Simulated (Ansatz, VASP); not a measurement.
## TiCo3: VASP beside Ansatz

INCAR

```
SYSTEM = TiCo3
  PREC = Accurate
  ENCUT = 520
  EDIFF = 1E-7
  ISMEAR = -1
  SIGMA = 0.05
  LREAL = .False.
  LASPH = .True.
  NELM = 150
  ALGO = Normal
  ISIF = 2
  LWAVE = .False.
  LCHARG = .False.
  ISPIN = 2
  MAGMOM = 0 2 2 2
  LORBIT = 11
  LMAXMIX = 4
  GGA = PS
  NBANDS = 32
```

KPOINTS

```
Automatic mesh
0
Gamma
  10 10 10
  0 0 0
```

File POSCAR:

```
TiCo3
1.0
    3.5710000000      0.0000000000      0.0000000000
    0.0000000000      3.5710000000      0.0000000000
    0.0000000000      0.0000000000      3.5710000000
Ti Co
1 3
Direct
    0.0000000000      0.0000000000      0.0000000000
    0.0000000000      0.5000000000      0.5000000000
    0.5000000000      0.0000000000      0.5000000000
    0.5000000000      0.5000000000      0.0000000000
```

Input for Ansatz:

```yaml
crystal:
  lattice:
    - [3.571, 0.0, 0.0]
    - [0.0, 3.571, 0.0]
    - [0.0, 0.0, 3.571]
  atoms:
    - { symbol: Ti, position: [0.0, 0.0, 0.0] }
    - { symbol: Co, position: [0.0, 0.5, 0.5], spin: 2.0 }
    - { symbol: Co, position: [0.5, 0.0, 0.5], spin: 2.0 }
    - { symbol: Co, position: [0.5, 0.5, 0.0], spin: 2.0 }
magnetization:
  spin_polarized: true
kpoints:
  mp_grid: { grid: [10, 10, 10] }
scf:
  occupations: { method: fermi_dirac, width: 0.05 }
  lower_state_search: "off"
hamiltonian:
  xc: pbesol
  pseudopotentials: { kind: paw }
output:
  forces: true
  stress: true
  eigenvalues: true
  populations: true
```

Alike in both runs: task single point; functional PBEsol; k mesh 10 × 10 × 10; occupations fermi-dirac, width 0.05 eV; collinear spin.

```csv
,VASP,Ansatz
version,VASP 6.6.1,Ansatz 0.2.0
potentials or method,"VASP PAW PBE potentials, release 64 (Ti_sv, Co)","PAW with Ansatz's default frozen-core files, scalar-relativistic"
plane-wave cutoff (eV),520,420
valence electrons in the cell,39,63
```

|  | VASP | Ansatz | Ansatz less VASP |
| --- | --- | --- | --- |
| pressure (GPa) | -7.9 | -3.7 | +4.25 |
| net moment per atom (μB) | 0.29 | 0.64 | +0.356 |
| size of the moment on the site where the two differ most (μB) | 0.44 | 1.03 | +0.590 |

The net moments are unlike, so the other rows may belong to different states. VASP's potentials were made for PBE, not for PBEsol. Site moments also hang on the region over which each program counts them. VASP's potentials hold 39 valence electrons a cell and Ansatz's 63, so a difference there can come from the potentials and not from the codes.
